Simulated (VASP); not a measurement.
A run of VASP 6.6.1:

The input POSCAR:

```
TiO
1.0
    2.8516080131      0.0000000000      0.0000000000
   -1.4258040066      2.4695649810      0.0000000000
    0.0000000000      0.0000000000      5.5675030000
Ti O
2 2
Direct
    0.3333333333      0.6666666667      0.2500000000
    0.6666666667      0.3333333333      0.7500000000
    0.0000000000      0.0000000000      0.0000000000
    0.0000000000      0.0000000000      0.5000000000
```

INCAR.step1

```
PREC     = Accurate       # precision mode
ENCUT    = 520            # plane-wave cutoff, eV
ISMEAR   = 0              # smearing method
SIGMA    = 0.2            # smearing width, eV
LREAL    = F              # projectors in reciprocal space
LASPH    = T              # aspherical terms in the spheres
NELM     = 60             # most SCF steps
NBANDS   = 26             # bands
GGA      = PE             # functional
ALGO     = Normal         # electronic algorithm
EDIFF    = 1E-4           # SCF threshold, eV
LWAVE    = T              # write WAVECAR
LCHARG   = F              # write CHGCAR
```

The input INCAR.step2:

```
PREC     = Accurate       # precision mode
ENCUT    = 520            # plane-wave cutoff, eV
EDIFF    = 1E-6           # SCF threshold, eV
ISMEAR   = 0              # smearing method
SIGMA    = 0.2            # smearing width, eV
LREAL    = F              # projectors in reciprocal space
LASPH    = T              # aspherical terms in the spheres
NELM     = 60             # most SCF steps
ALGO     = Normal         # electronic algorithm
ISIF     = 2              # what is computed and relaxed
LWAVE    = F              # write WAVECAR
LCHARG   = F              # write CHGCAR
METAGGA  = R2SCAN         # meta-GGA
LMIXTAU  = T            
NBANDS   = 26             # bands
ISTART   = 1
```

File KPOINTS:

```
regular mesh
0
Gamma
  18 18 8
```

Potentials or basis: VASP PAW PBE potentials, release 64 (Ti_sv, O).

Command:

```bash
$ cat potpaw_PBE.64/Ti_sv/POTCAR potpaw_PBE.64/O/POTCAR > POTCAR
$ cp INCAR.step1 INCAR
$ mpirun -np 1 vasp_std > vasp.out
$ cp INCAR.step2 INCAR
$ mpirun -np 1 vasp_std > vasp.out
```

Hardware: 1 thread of Intel Xeon 6975P-C, on a shared host.

**Question.** How long does it take, and how much memory?

**Answer.** Wall time 8.7 min on 1 thread of Intel Xeon 6975P-C, on a shared host, peak memory 0.29 GiB. Counts: k points 185.
